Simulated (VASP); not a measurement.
Li2S, 3 atoms in the cell. Symmetry: Fm-3m, No. 225, cubic system. The conventional cell has a = 5.762 Å, b = 5.762 Å, c = 5.762 Å, α = 90.00°, β = 90.00°, γ = 90.00°. Within 3.3 Å of Li (site symmetry -43m) lie 4 S at 2.50 Å and 6 Li at 2.88 Å. S (site symmetry m-3m) has 8 Li at 2.50 Å within 3.3 Å.  This cell differs from its parent crystal: volume changed by +3%.

```yaml
Program: VASP 6.6.1
Task: single point
Functional: PBE
Potentials_or_basis: VASP PAW PBE potentials, release 64 (Li_sv, S)
Cutoff: 750 eV
k_mesh: 6 × 6 × 6
Occupations: gaussian, width 0.01 eV
Spin: no spin polarisation
Dipole_correction: no
Further_INCAR_settings: ALGO = Normal; EDIFF = 1e-06; NBANDS = 13
```

Potentials or basis: VASP PAW PBE potentials, release 64 (Li_sv, S).

Launch:

```sh
$ cat potpaw_PBE.64/Li_sv/POTCAR potpaw_PBE.64/S/POTCAR > POTCAR
$ mpirun -np 1 vasp_std > vasp.out
```

Hardware: 1 thread of Intel(R) Xeon(R) Platinum 8488C (Sapphire Rapids) (shared host).

Q: Estimate the wall time of this run.

A: Wall time 20 s on 1 thread of Intel(R) Xeon(R) Platinum 8488C (Sapphire Rapids), with other jobs on the host, peak memory 0.19 GiB. Counts: scf iterations 14, k points 16.
